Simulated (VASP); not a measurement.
Set up this calculation in VASP 6.6.1, as the native input.

- Task: single point
- Functional: PBE
- Potentials or basis: VASP PAW PBE potentials, release 64 (Ti_sv, O)
- Cutoff: 520 eV
- k mesh: 7 × 7 × 10
- Occupations: fermi-dirac, width 0.02 eV
- Spin: no spin polarisation
- Dipole correction: no
- Further INCAR settings: ALGO = Normal; EDIFF = 1e-06; NBANDS = 33

The structure of TiO2 lies in POSCAR:

```
TiO2
1.0
    4.6544543012      0.0000000000      0.0000000000
    0.0000000000      4.6544543012      0.0000000000
    0.0000000000      0.0000000000      2.9979386759
Ti O
2 4
Direct
    0.0000000000      0.0000000000      0.0000000000
    0.5000000000      0.5000000000      0.5000000000
    0.3057788835      0.3057788835      0.0000000000
    0.1942211165      0.8057788835      0.5000000000
    0.6942211165      0.6942211165      0.0000000000
    0.8057788835      0.1942211165      0.5000000000
```

One way to write it, as run:

INCAR

```
SYSTEM = TiO2
PREC     = Accurate       ! precision mode
ENCUT    = 520            ! plane-wave cutoff, eV
EDIFF    = 1E-6           ! SCF threshold, eV
ISMEAR   = -1             ! smearing method
SIGMA    = 0.02           ! smearing width, eV
LREAL    = .False.        ! projectors in reciprocal space
LASPH    = .True.         ! aspherical terms in the spheres
NELM     = 60             ! most SCF steps
ALGO     = Normal         ! electronic algorithm
ISIF     = 2              ! what is computed and relaxed
LWAVE    = .False.        ! write WAVECAR
LCHARG   = .False.        ! write CHGCAR
GGA      = PE             ! functional
NBANDS   = 33             ! bands
```

KPOINTS

```
regular mesh
0
Gamma
  7 7 10
  0 0 0
```

Potentials or basis: VASP PAW PBE potentials, release 64 (Ti_sv, O).

Run with:

```sh
$ cat potpaw_PBE.64/Ti_sv/POTCAR potpaw_PBE.64/O/POTCAR > POTCAR
$ mpirun -np 1 vasp_std > vasp.out
```

It gave:

```yaml
Pressure: -3.1 GPa
Largest_force: 0.028 eV/Å
Band_gap_on_the_k_mesh: 1.80 eV
```

Caveat: the cell stands under tension; an odd mesh through Γ misses points on the zone boundary, where band edges can lie.

Run time: 52 s on 1 thread of Intel(R) Xeon(R) 6975P-C (Granite Rapids) (shared host), peak memory 0.23 GiB.
